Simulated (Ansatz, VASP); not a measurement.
Ag in VASP and in Ansatz

INCAR

```
PREC = Accurate
ENCUT = 520
EDIFF = 1E-6
ISMEAR = -1
SIGMA = 0.1
LREAL = F
LASPH = T
NELM = 80
ALGO = Normal
ISIF = 2
LWAVE = F
LCHARG = F
GGA = RP
NBANDS = 12
```

File KPOINTS:

```
regular mesh
0
Gamma
  15 15 15
```

Contents of POSCAR:

```
Ag
1.0
   -1.6780449037      1.6780449037      1.6780449037
    1.6780449037     -1.6780449037      1.6780449037
    1.6780449037      1.6780449037     -1.6780449037
Ag
1
Direct
    0.0000000000      0.0000000000      0.0000000000
```

Input for Ansatz:

```yaml
crystal:
  lattice:
    - [-1.6780449037, 1.6780449037, 1.6780449037]
    - [1.6780449037, -1.6780449037, 1.6780449037]
    - [1.6780449037, 1.6780449037, -1.6780449037]
  atoms:
    - { symbol: Ag, position: [0.0, 0.0, 0.0] }
hamiltonian:
  xc: rpbe
  pseudopotentials:
    kind: paw
    azcp:
      Ag: "pseudopotentials/Ag.paw.azcp"
basis:
  ecutwfc: 420
  fft_grid_basis: typed
kpoints:
  mp_grid: { grid: [15, 15, 15], shift: [0, 0, 0] }
magnetization:
  spin_polarized: false
scf:
  occupations: { method: fermi_dirac, width: 0.1 }
  lower_state_search: "off"
output:
  stress: true
  write_density: true
  write_potential: true
  elf: true
  volumetric_format: npy
```

Alike in both runs: task single point; functional RPBE; k mesh 15 × 15 × 15; occupations fermi-dirac, width 0.1 eV; no spin polarisation.

```csv
,VASP,Ansatz
version,VASP 6.6.1,Ansatz 0.2.0
potentials or method,"VASP PAW PBE potentials, release 64 (Ag), cutoff 520 eV","plane waves (420 eV) with PAW, scalar-relativistic"
valence electrons in the cell,11,19
```

```tsv
	VASP	Ansatz	Ansatz less VASP
pressure (GPa)	-0.3	-0.3	+0.06
```

VASP's potentials were made for PBE, not for RPBE. The functional is the same, so the differences come from potentials, cutoffs and numerics. VASP's potentials hold 11 valence electrons a cell and Ansatz's 19, so a difference there can come from the potentials and not from the codes.
